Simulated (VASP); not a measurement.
SiAs3: relaxation of cell and atoms with PBE

SiAs3:

```
Si As
1.0
    -2.66664    2.66664    2.66664
     2.66664   -2.66664    2.66664
     2.66664    2.66664   -2.66664
Si As
1 3
Direct
  0.00000 0.00000 0.00000
  0.00000 0.50000 0.50000
  0.50000 0.00000 0.50000
  0.50000 0.50000 0.00000
```

```json
{
 "Program": "VASP 6.6.1",
 "Task": "relaxation of cell and atoms",
 "Functional": "PBE",
 "Potentials or basis": "VASP PAW PBE potentials, release 64 (Si, As)",
 "Cutoff": "600 eV",
 "k mesh": "12 × 12 × 12",
 "Occupations": "gaussian, width 0.1 eV",
 "Spin": "no spin polarisation",
 "Dipole correction": "no",
 "Further INCAR settings": "ALGO = Normal; EDIFF = 1e-07; IBRION = 2; EDIFFG = -0.01; NSW = 100; ISIF = 3"
}
```

The relaxed volume is 19.16 Å³/atom and the relaxed cell is a = 4.634 Å, b = 4.634 Å, c = 4.634 Å, α = 109.47°, β = 109.47°, γ = 109.47°. The space group after relaxing (to 0.05 Å) is Im-3m (No. 229), the energy gained by relaxing is 0.5 meV/atom and the ionic steps are 3. The pressure after relaxing is 0.0 GPa.

The path:
| step | energy change (eV) | largest force (eV/Å) | pressure (GPa) | volume (Å³) |
| --- | --- | --- | --- | --- |
| 1 | 0.0000 | 0.0000 | 0.85 | 75.85 |
| 2 | -0.0016 | 0.0000 | -0.34 | 76.95 |
| 3 | -0.0020 | 0.0000 | 0.01 | 76.62 |

Final structure:
```cif
data_structure
_symmetry_space_group_name_H-M 'P 1'
_symmetry_Int_Tables_number 1
_cell_length_a 4.6343
_cell_length_b 4.6343
_cell_length_c 4.6343
_cell_angle_alpha 109.471
_cell_angle_beta 109.471
_cell_angle_gamma 109.471
_cell_volume 76.62
loop_
_atom_site_label
_atom_site_type_symbol
_atom_site_fract_x
_atom_site_fract_y
_atom_site_fract_z
_atom_site_occupancy
Si1 Si 0.00000 0.00000 0.00000 1
As1 As 0.00000 0.50000 0.50000 1
As2 As 0.50000 0.00000 0.50000 1
As3 As 0.50000 0.50000 0.00000 1
```

Levels at points of the mesh, in eV from the Fermi level:
| k point | band 7 | band 8 | band 9 | band 10 | band 11 | band 12 | band 13 |
| --- | --- | --- | --- | --- | --- | --- | --- |
| (0.00, 0.00, 0.00) | -4.33 | -3.62 | -3.62 | -3.62 | 2.29 | 2.29 | 2.29 |
| (0.50, 0.00, 0.00) | -1.72 | -1.06 | -0.66 | -0.58 | 0.82 | 1.85 | 2.94 |
| (0.50, 0.50, 0.50) | -2.78 | -1.36 | -1.36 | -1.36 | 5.70 | 5.70 | 5.70 |

Wall time 3.6 min on 1 thread of Oxide Virtual Turin-like Processor, on a shared host, peak memory 0.27 GiB.
